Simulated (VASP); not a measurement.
# Ba2Au: single point with PBE

Ba2Au:

```
Ba Au
1.0
    -2.46884    2.46884    4.04915
     2.46884   -2.46884    4.04915
     2.46884    2.46884   -4.04915
Ba Au
2 1
Direct
  0.59300 0.59300 0.00000
  0.40700 0.40700 0.00000
  0.00000 0.00000 0.00000
```

* Program: VASP 6.6.1
* Task: single point
* Functional: PBE
* Potentials or basis: VASP PAW PBE potentials, release 64 (Ba_sv, Au)
* Cutoff: 520 eV
* k mesh: 6 × 6 × 6
* Occupations: gaussian, width 0.1 eV
* Spin: no spin polarisation

```
Pressure               : 175.9 GPa
Largest force          : 226.882 eV/Å
Band gap on the k mesh : zero (an odd number of electrons rules out a gap without spin polarisation)
```

Forces in eV/Å, atoms in the order of the input:
```
Ba     0.000    0.000  226.882
Ba     0.000    0.000 -226.882
Au     0.000    0.000    0.000
```

Stress tensor (GPa, compression positive):
```
-10.44   0.00   0.00
  0.00 -10.44   0.00
  0.00   0.00 548.55
```

Levels at points of the mesh, in eV from the Fermi level:
| k point | band 11 | band 12 | band 13 | band 14 | band 15 | band 16 | band 17 | band 18 | band 19 | band 20 |
| --- | --- | --- | --- | --- | --- | --- | --- | --- | --- | --- |
| (0.00, 0.00, 0.00) | -3.16 | -3.16 | -3.10 | -1.84 | 0.07 | 0.94 | 2.39 | 2.90 | 2.90 | 3.52 |
| (0.50, 0.00, 0.00) | -3.24 | -3.22 | -2.84 | -1.85 | -0.73 | 0.46 | 0.65 | 1.59 | 1.99 | 2.66 |
| (0.50, 0.50, 0.00) | -3.18 | -3.11 | -3.05 | -2.00 | -0.84 | 0.77 | 1.46 | 2.25 | 3.24 | 3.24 |
| (0.50, 0.50, 0.50) | -3.22 | -3.18 | -3.18 | -2.47 | -0.43 | 0.56 | 0.56 | 1.31 | 1.84 | 4.33 |

It took 95 s on 1 thread of AMD EPYC 7R43 64-Core Processor (Zen 3), on a shared host, peak memory 0.23 GiB.

Caveat: atoms lie so close that the PAW spheres overlap strongly, which falsifies energies and pressures; the cell stands under pressure; spin-orbit coupling is left out, which moves the levels of the heavy elements; forces of over 1 eV/Å act on the atoms, so gaps and moduli don't describe the material at rest.
